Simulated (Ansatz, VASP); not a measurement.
## Two plane-wave programs on F

Contents of INCAR:

```
SYSTEM = F
PREC = Accurate
ENCUT = 520
EDIFF = 1E-7
ISMEAR = 0
SIGMA = 0.005
LREAL = .False.
LASPH = .True.
NELM = 100
ALGO = Normal
ISIF = 2
LWAVE = .False.
LCHARG = .False.
GGA = PE
IVDW = 12
IBRION = 2
NSW = 100
EDIFFG = -0.01
ISYM = 0
```

KPOINTS

```
regular mesh
0
Gamma
  1 1 1
  0 0 0
```

File POSCAR:

```
F
1.0
   15.0000000000      0.0000000000      0.0000000000
    0.0000000000     15.5000000000      0.0000000000
    0.0000000000      0.0000000000     16.0000000000
F
2
Direct
    0.4617982093      0.4990469909      0.4776708543
    0.5382017907      0.5009530091      0.5223291457
```

Input for Ansatz:

```yaml
crystal:
  lattice:
    - [15.0, 0.0, 0.0]
    - [0.0, 15.5, 0.0]
    - [0.0, 0.0, 16.0]
  atoms:
    - { symbol: F, position: [0.4617982093, 0.4990469909, 0.4776708543] }
    - { symbol: F, position: [0.5382017907, 0.5009530091, 0.5223291457] }
  symmetry: { detect: false }
basis:
  ecutwfc: 420
kpoints:
  mp_grid: { grid: [1, 1, 1] }
hamiltonian:
  xc: pbe
  dispersion: d3bj
scf:
  occupations: { method: gaussian, width: 0.005 }
output:
  forces: true
  eigenvalues: true
relax:
  adjacent_minimum: "off"
  f_tol: 0.01
  max_steps: 80
```

Alike in both runs: task relaxation of the atoms; functional PBE; dispersion D3(BJ); k mesh 1 × 1 × 1; occupations gaussian, width 0.005 eV; no spin polarisation.

```csv
,VASP,Ansatz
version,VASP 6.6.1,Ansatz 0.2.0
potentials or method,"VASP PAW PBE potentials, release 64 (F), cutoff 520 eV","scalar-relativistic, plane waves, PAW"
valence electrons in the cell,14,14
```

```tsv
	VASP	Ansatz	Ansatz less VASP
gap on the k mesh at the Fermi level, each at its own relaxed structure (eV)	3.41	3.60	+0.190
```
